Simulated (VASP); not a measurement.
# Si2Mo (I4/mmm) in VASP: a series of runs

The runs below take Si2Mo through single point, with LDA.

Everything below comes from runs of VASP 6.6.1. Logs are shortened: lines on timing, memory, paths and dates and some standing lists are left out, and cuts for length are marked.

### Step 1. The cell of the first run

Symmetry: I4/mmm, No. 139, tetragonal system. Conventional cell: a = 3.159 Å, b = 3.159 Å, c = 7.752 Å, α = 90.00°, β = 90.00°, γ = 90.00°. Within 3.4 Å of Si (site symmetry 4mm) lie 9 Si at 2.56 to 3.16 Å and 5 Mo at 2.57 to 2.60 Å. Mo (site symmetry 4/mmm) has 10 Si at 2.57 to 2.60 Å and 4 Mo at 3.16 Å within 3.4 Å.

### Step 2. Single point, LDA

Input file INCAR:

```
SYSTEM = Si2Mo
PREC = Accurate
ENCUT = 520
EDIFF = 1E-6
ISMEAR = -1
SIGMA = 0.15
LREAL = .False.
LASPH = .True.
NELM = 80
ALGO = Normal
ISIF = 2
LWAVE = .False.
LCHARG = .True.
LELF = .True.
LVHAR = .True.
NBANDS = 18
```

Input file KPOINTS:

```
Automatic mesh
0
Gamma
  18 18 18
  0 0 0
```

Input file POSCAR:

```
Si2Mo
1.0
   -1.5796155951      1.5796155951      3.8761587433
    1.5796155951     -1.5796155951      3.8761587433
    1.5796155951      1.5796155951     -3.8761587433
Si Mo
2 1
Direct
    0.3349461409      0.3349461409      0.0000000000
    0.6650538591      0.6650538591      0.0000000000
    0.0000000000      0.0000000000      0.0000000000
```

Potentials or basis: VASP PAW LDA potentials, release 64 (Si, Mo_sv).

Run with:

```sh
> cat potpaw_LDA.64/Si/POTCAR potpaw_LDA.64/Mo_sv/POTCAR > POTCAR
> mpirun -np 1 vasp_std > vasp.out
```

OUTCAR:

```text
SYSTEM = Si2Mo
   PREC = Accurate
   ENCUT = 520
   EDIFF = 1E-6
   ISMEAR = -1
   LREAL = .False.
   LASPH = .True.
   NELM = 80
   ISIF = 2

 ion  position               nearest neighbor table
   1  0.335  0.335  0.000-   2 2.56   3 2.57   3 2.57   3 2.57   3 2.57   2 2.59   2 2.59   2 2.59
                             2 2.59   3 2.60
   2  0.665  0.665  0.000-   1 2.56   3 2.57   3 2.57   3 2.57   3 2.57   1 2.59   1 2.59   1 2.59
                             1 2.59   3 2.60
   3  0.000  0.000  0.000-   2 2.57   2 2.57   2 2.57   1 2.57   2 2.57   1 2.57   1 2.57   1 2.57
                             1 2.60   2 2.60

  LATTYP: Found a body centered tetragonal cell.
 ALAT       =     3.1592311902
 C/A-ratio  =     2.4538620379

  Lattice vectors:

 A1 = (  -1.5796155951,   1.5796155951,   3.8761587433)
 A2 = (   1.5796155951,  -1.5796155951,   3.8761587433)
 A3 = (   1.5796155951,   1.5796155951,  -3.8761587433)

Analysis of symmetry for initial positions (statically):
=====================================================================
 Subroutine PRICEL returns:
 Original cell was already a primitive cell.

 Routine SETGRP: Setting up the symmetry group for a
 body centered tetragonal supercell.

 Subroutine GETGRP returns: Found 16 space group operations
 (whereof 16 operations were pure point group operations)
 out of a pool of 16 trial point group operations.

The static configuration has the point symmetry D_4h.

Analysis of symmetry for dynamics (positions and initial velocities):
=====================================================================
 Subroutine PRICEL returns:
 Original cell was already a primitive cell.

 Routine SETGRP: Setting up the symmetry group for a
 body centered tetragonal supercell.

 Subroutine GETGRP returns: Found 16 space group operations
 (whereof 16 operations were pure point group operations)
 out of a pool of 16 trial point group operations.

The dynamic configuration has the point symmetry D_4h.

 Subroutine INISYM returns: Found 16 space group operations
 (whereof 16 operations are pure point group operations),
 and found     1 'primitive' translations

----------------------------------------------------------------------------------------

                                     Primitive cell

  volume of cell :      38.6869
[... 88 lines left out ...]
   LASPH  =      T    aspherical Exc in radial PAW
   ENCUT  =  520.0 eV  38.22 Ry    6.18 a.u.   8.32  8.32  8.32*2*pi/ulx,y,z
   NELM   =     80;   NELMIN=  2; NELMDL= -5     # of ELM steps
   EDIFF  = 0.1E-05   stopping-criterion for ELM
   LREAL  =      F    real-space projection
   EDIFFG = 0.1E-04   stopping-criterion for IOM
   NSW    =      0    number of steps for IOM
   IBRION =     -1    ionic relax: 0-MD 1-quasi-New 2-CG
   NFREE  =      0    steps in history (QN), initial steepest desc. (CG)
   ISIF   =      2    stress and relaxation
   ISYM   =      2    0-nonsym 1-usesym 2-fastsym
   POTIM  = 0.5000    time-step for ionic-motion
   TEBEG  =    0.0;   TEEND  =   0.0 temperature during run
   PSTRESS=    0.0 pullay stress
   NELECT =      22.0000    total number of electrons
   NUPDOWN=      -1.0000    fix difference up-down
   EMIN   =  10.00;   EMAX   =-10.00  energy-range for DOS
   EFERMI =   0.00;   METHOD = LEGACY
   ISMEAR =    -1;   SIGMA  =   0.15  broadening in eV -4-tet -1-fermi 0-gaus
   EFERMI_NEDOS =   21; number of points for ismear=-14 and -15
   IALGO  =     38    algorithm
   IMIX   =      4    mixing-type and parameters
     AMIX     =   0.40;   BMIX     =  1.00
     AMIX_MAG =   1.60;   BMIX_MAG =  1.00
  volume/ion in A,a.u.               =      12.90        87.02
  Fermi-wavevector in a.u.,A,eV,Ry     =   1.356316  2.563066 25.029189  1.839594
  Thomas-Fermi vector in A             =   2.483330
   LORBIT       =      0    0 simple, 1 ext, 2 COOP (PROOUT), +10 PAW based schemes
   GGA     = CA    functional components
   LHFCALC =     F    Hartree Fock is set to
   AEXX    =    0.0000 exact exchange contribution
   IVDW    =     0    specifies the selected vdW correction
   LEPSILON=     F    determine dielectric tensor
   LRPA    =     F    only Hartree local field effects (RPA)
 non-spin polarized calculation
  energy-cutoff  :      520.00
  volume of cell :       38.69
 maximum number of plane-waves:      1057
 NGX is ok and might be reduce to    36
   NGX = 17   NGY = 17   NGZ = 17

 number of electron      22.0000000 magnetization

 Free energy of the ion-electron system (eV)
  ---------------------------------------------------
  ext. energy  EPLUGINS =         0.00000000
  ---------------------------------------------------
  free energy    TOTEN  =       -25.82309683 eV

  energy without entropy =      -25.79665692  energy(sigma->0) =      -25.80987687

 E-fermi :  12.7842     XC(G=0): -12.7381

 val. band max:       12.7392767847   @ k =  -0.4444  -0.4444   0.4444
 cond. band min:      12.7973886293   @ k =  -0.3333  -0.3333   0.2778
 fundamental gap:      0.0581118446
 Fermi energy:        12.7842215007

 k-point     1 :       0.0000    0.0000    0.0000
  band No.  band energies     occupation
      1     -47.5309      2.00000
      2     -21.9075      2.00000
      3     -21.7981      2.00000
      4     -21.7981      2.00000
      5      -0.8743      2.00000
      6       6.1783      2.00000
[... 481 lines left out ...]
      5       0.0218      2.00000
      6       6.3050      2.00000
[... 10 lines left out ...]
     17      19.2750      0.00000
     18      21.3905      0.00000

 [... further k-points ...]

------------------------ aborting loop because EDIFF is reached ----------------------------------------

  FORCE on cell =-STRESS in cart. coord.  units (eV):
  Direction    XX          YY          ZZ          XY          YZ          ZX
  --------------------------------------------------------------------------------------
  -------------------------------------------------------------------------------------
  Total        0.8799201      0.8799201      0.8899444      0.0000000     -0.0000000      0.0000000
  in kB       36.4409288     36.4409288     36.8560737      0.0000000     -0.0000000      0.0000000
  external PRESSURE =      36.5793104 kB  Pullay stress =       0.0000000 kB

 VOLUME and BASIS-vectors are now :
 -----------------------------------------------------------------------------
  energy-cutoff  :      520.00
  volume of cell :       38.69
      direct lattice vectors                 reciprocal lattice vectors
    -1.579615595  1.579615595  3.876158743     0.000000000  0.316532707  0.128993685
     1.579615595 -1.579615595  3.876158743     0.316532707  0.000000000  0.128993685
     1.579615595  1.579615595 -3.876158743     0.316532707  0.316532707  0.000000000

 POSITION                                       TOTAL-FORCE (eV/Angst)
 -----------------------------------------------------------------------------------
      0.00000      0.00000      2.59661        -0.000000     -0.000000     -0.012866
      0.00000      0.00000      5.15571        -0.000000     -0.000000      0.012866
      0.00000      0.00000      0.00000         0.000000      0.000000      0.000000
 -----------------------------------------------------------------------------------
    total drift:                                0.000000     -0.000000      0.000000

  FREE ENERGIE OF THE ION-ELECTRON SYSTEM (eV)
  ---------------------------------------------------
  free  energy   TOTEN  =       -25.8230968314 eV

  energy  without entropy=      -25.7966569171  energy(sigma->0) =      -25.80987687
```

Wall time 4.1 min (1 thread of Intel Xeon Platinum 8559C (Emerald Rapids), shared host); peak memory 0.41 GiB.

Results:

- Free energy: -25.8231 eV
- Pressure: 3.7 GPa
- Largest force: 0.013 eV/Å
- Band gap on the k mesh: zero (band 11 reaches 13.30 eV, above the bottom of band 12 at 12.34 eV)

Forces in eV/Å, atoms in the order of the input:
```
Si   0.000  0.000 -0.013
Si   0.000  0.000  0.013
Mo   0.000  0.000  0.000
```

### Step 3. Single point, LDA

This run uses another cell than the first one, of 13.06 Å³/atom, 1.013 times its volume.

Input file INCAR:

```
PREC = Accurate
ENCUT = 520
EDIFF = 1E-6
ISMEAR = 0
SIGMA = 0.1
LREAL = False
LASPH = True
NELM = 100
ALGO = Normal
ISIF = 2
LWAVE = False
LCHARG = True
GGA = CA
LELF = True
LVHAR = True
NBANDS = 18
```

Input file KPOINTS:

```
regular mesh
0
Gamma
  18 18 18
```

Input file POSCAR:

```
Si2Mo
1.0
   -1.5870767710      1.5870767710      3.8887640342
    1.5870767710     -1.5870767710      3.8887640342
    1.5870767710      1.5870767710     -3.8887640342
Si Mo
2 1
Direct
    0.3352267124      0.3352267124      0.0000000000
    0.6647732876      0.6647732876      0.0000000000
    0.0000000000      0.0000000000      0.0000000000
```

Potentials or basis: VASP PAW LDA potentials, release 64 (Si, Mo_sv).

Run with:

```sh
> cat potpaw_LDA.64/Si/POTCAR potpaw_LDA.64/Mo_sv/POTCAR > POTCAR
> mpirun -np 1 vasp_std > vasp.out
```

OUTCAR:

```text
PREC = Accurate
   ENCUT = 520
   EDIFF = 1E-6
   ISMEAR = 0
   LREAL = False
   LASPH = True
   NELM = 100
   ISIF = 2
   GGA = CA

 ion  position               nearest neighbor table
   1  0.335  0.335  0.000-   2 2.56   3 2.58   3 2.58   3 2.58   3 2.58   2 2.61   2 2.61   2 2.61
                             2 2.61   3 2.61
   2  0.665  0.665  0.000-   1 2.56   3 2.58   3 2.58   3 2.58   3 2.58   1 2.61   1 2.61   1 2.61
                             1 2.61   3 2.61
   3  0.000  0.000  0.000-   2 2.58   2 2.58   2 2.58   1 2.58   2 2.58   1 2.58   1 2.58   1 2.58
                             1 2.61   2 2.61

  LATTYP: Found a body centered tetragonal cell.
 ALAT       =     3.1741535420
 C/A-ratio  =     2.4502683835

  Lattice vectors:

 A1 = (  -1.5870767710,   1.5870767710,   3.8887640342)
 A2 = (   1.5870767710,  -1.5870767710,   3.8887640342)
 A3 = (   1.5870767710,   1.5870767710,  -3.8887640342)

Analysis of symmetry for initial positions (statically):
=====================================================================
 Subroutine PRICEL returns:
 Original cell was already a primitive cell.

 Routine SETGRP: Setting up the symmetry group for a
 body centered tetragonal supercell.

[... 164 lines left out ...]
  ---------------------------------------------------
  free energy    TOTEN  =       -25.81957481 eV

  energy without entropy =      -25.81837616  energy(sigma->0) =      -25.81897548

 E-fermi :  12.5896     XC(G=0): -12.6774

 val. band max:       12.5887119346   @ k =  -0.3333  -0.3333   0.2778
 cond. band min:      12.5906809795   @ k =  -0.0556   0.0556   0.0000
 fundamental gap:      0.0019690449
 Fermi energy:        12.5895716779

 k-point     1 :       0.0000    0.0000    0.0000
  band No.  band energies     occupation
      1     -47.7418      2.00000
      2     -22.1049      2.00000
      3     -22.0099      2.00000
      4     -22.0099      2.00000
      5      -0.9686      2.00000
      6       6.0568      2.00000
[... 481 lines left out ...]
      5      -0.0827      2.00000
      6       6.1620      2.00000
[... 10 lines left out ...]
     17      18.9769      0.00000
     18      21.1369      0.00000

 [... further k-points ...]
[... 5 lines left out ...]
  --------------------------------------------------------------------------------------
  -------------------------------------------------------------------------------------
  Total        0.1498692      0.1498692      0.1589165      0.0000000     -0.0000000      0.0000000
  in kB        6.1285197      6.1285197      6.4984845      0.0000000     -0.0000000      0.0000000
  external PRESSURE =       6.2518413 kB  Pullay stress =       0.0000000 kB

 VOLUME and BASIS-vectors are now :
 -----------------------------------------------------------------------------
  energy-cutoff  :      520.00
  volume of cell :       39.18
      direct lattice vectors                 reciprocal lattice vectors
    -1.587076771  1.587076771  3.888764034     0.000000000  0.315044621  0.128575557
     1.587076771 -1.587076771  3.888764034     0.315044621  0.000000000  0.128575557
     1.587076771  1.587076771 -3.888764034     0.315044621  0.315044621  0.000000000

 POSITION                                       TOTAL-FORCE (eV/Angst)
 -----------------------------------------------------------------------------------
      0.00000      0.00000      2.60724         0.000000      0.000000     -0.012522
      0.00000      0.00000      5.17029         0.000000      0.000000      0.012522
      0.00000      0.00000      0.00000        -0.000000     -0.000000     -0.000000
 -----------------------------------------------------------------------------------
    total drift:                               -0.000000      0.000000      0.000000

  FREE ENERGIE OF THE ION-ELECTRON SYSTEM (eV)
  ---------------------------------------------------
  free  energy   TOTEN  =       -25.8195748080 eV

  energy  without entropy=      -25.8183761571  energy(sigma->0) =      -25.81897548
```

OSZICAR:

```text
N       E                     dE             d eps       ncg     rms          rms(c)
DAV:   1     0.127130302274E+03    0.12713E+03   -0.11169E+04 17288   0.117E+03
DAV:   2    -0.231222530969E+02   -0.15025E+03   -0.14713E+03 19434   0.310E+02
DAV:   3    -0.267092304402E+02   -0.35870E+01   -0.35458E+01 21706   0.429E+01
DAV:   4    -0.267324160727E+02   -0.23186E-01   -0.23164E-01 19912   0.362E+00
DAV:   5    -0.267325777436E+02   -0.16167E-03   -0.16166E-03 20374   0.335E-01    0.235E+01
DAV:   6    -0.259791619396E+02    0.75342E+00   -0.51165E+00 18904   0.160E+01    0.491E+00
DAV:   7    -0.258590463470E+02    0.12012E+00   -0.72785E-01 18480   0.579E+00    0.490E+00
DAV:   8    -0.258204541919E+02    0.38592E-01   -0.99535E-02 18926   0.241E+00    0.363E-01
DAV:   9    -0.258197071071E+02    0.74708E-03   -0.17574E-03 19834   0.367E-01    0.204E-01
DAV:  10    -0.258195820168E+02    0.12509E-03   -0.37956E-04 19578   0.162E-01    0.597E-02
DAV:  11    -0.258195755183E+02    0.64985E-05   -0.58539E-05 19478   0.562E-02    0.181E-02
DAV:  12    -0.258195748080E+02    0.71039E-06   -0.47396E-06 18640   0.131E-02
   1 F= -.25819575E+02 E0= -.25818975E+02  d E =-.119865E-02
```

Wall time 3 min (1 thread of Intel Xeon Platinum 8559C (Emerald Rapids), shared host); peak memory 0.42 GiB.

What came out:

```
Free energy            : -25.8196 eV
Pressure               : 0.6 GPa
Largest force          : 0.013 eV/Å
Band gap on the k mesh : zero (band 11 reaches 13.08 eV, above the bottom of band 12 at 12.14 eV)
```

Forces on the atoms (eV/Å):
```
Si   0.000  0.000 -0.013
Si   0.000  0.000  0.013
Mo   0.000  0.000  0.000
```
